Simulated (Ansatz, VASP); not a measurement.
BaHfO3 in VASP and in Ansatz

The input POSCAR:

```
BaHfO3
1.0
    4.1770587708      0.0000000000      0.0000000000
    0.0000000000      4.1770587708      0.0000000000
    0.0000000000      0.0000000000      4.3441411217
Ba Hf O
1 1 3
Direct
    0.0000000000      0.0000000000      0.0000000000
    0.5000000000      0.5000000000      0.5000000000
    0.5000000000      0.5000000000      0.0000000000
    0.5000000000      0.0000000000      0.5000000000
    0.0000000000      0.5000000000      0.5000000000
```

The input INCAR.step1:

```
SYSTEM = BaHfO3
PREC = Accurate ; ENCUT = 520
ISMEAR = 0 ; SIGMA = 0.01
LREAL = .False. ; LASPH = .True.
NELM = 150 ; LNONCOLLINEAR = .True.
MAGMOM = 0 0 0 0 0 0 0 0 0 0 0 0 0 0 0 ; LSORBIT = .True.
GGA_COMPAT = .False. ; LMAXMIX = 4
NBANDS = 53 ; GGA = PE
ALGO = Normal ; EDIFF = 1E-4
LWAVE = .True. ; LCHARG = .False.
```

INCAR.step2

```
SYSTEM = BaHfO3
PREC = Accurate ; ENCUT = 520
EDIFF = 1E-6 ; ISMEAR = 0
SIGMA = 0.01 ; LREAL = .False.
LASPH = .True. ; NELM = 150
ALGO = Normal ; ISIF = 2
LWAVE = .False. ; LCHARG = .False.
LNONCOLLINEAR = .True. ; MAGMOM = 0 0 0 0 0 0 0 0 0 0 0 0 0 0 0
LORBIT = 11 ; LSORBIT = .True.
GGA_COMPAT = .False. ; LORBMOM = .True.
LMAXMIX = 4 ; METAGGA = R2SCAN
LMIXTAU = .True. ; NBANDS = 53
ISTART = 1
```

File KPOINTS:

```
Automatic mesh
0
Gamma
  6 6 6
  0 0 0
```

Input for Ansatz:

```yaml
crystal:
  lattice:
    - [4.1770587708, 0.0, 0.0]
    - [0.0, 4.1770587708, 0.0]
    - [0.0, 0.0, 4.3441411217]
  atoms:
    - { symbol: Ba, position: [0.0, 0.0, 0.0] }
    - { symbol: Hf, position: [0.5, 0.5, 0.5] }
    - { symbol: O, position: [0.5, 0.5, 0.0] }
    - { symbol: O, position: [0.5, 0.0, 0.5] }
    - { symbol: O, position: [0.0, 0.5, 0.5] }
kpoints:
  mp_grid: { grid: [6, 6, 6] }
  band_path:
    path: [[0.0, 0.0, 0.0], [0.0, 0.5, 0.0], [0.5, 0.5, 0.0], [0.5, 0.5, 0.5]]
    npoints: 1
hamiltonian:
  xc: r2scan
scf:
  occupations: { method: fixed }
  n_extra_bands: 10
magnetization:
  noncollinear: true
  spin_orbit: true
output:
  forces: true
  stress: true
  eigenvalues: true
```

Change from the starting cell: uniaxial_z strain +4.0%.

Alike in both runs: task single point; functional r2SCAN; k mesh 6 × 6 × 6; non-collinear spin, spin-orbit coupling.

```csv
,VASP,Ansatz
version,VASP 6.6.1,Ansatz 0.2.0
potentials or method,"VASP PAW PBE potentials, release 64 (Ba_sv, Hf_pv, O)","plane waves, PAW"
plane-wave cutoff (eV),520,500
occupations,"gaussian, width 0.01 eV",fixed
valence electrons in the cell,38,54
```

|  | VASP | Ansatz | Ansatz less VASP |
| --- | --- | --- | --- |
| pressure (GPa) | -6.4 | -5.9 | +0.53 |
| traceless stress, the component that is largest in VASP (GPa) | -5.13 | -5.21 | -0.079 |

VASP's potentials were made for PBE, not for r2SCAN. VASP's potentials hold 38 valence electrons a cell and Ansatz's 54, so a difference there can come from the potentials and not from the codes.
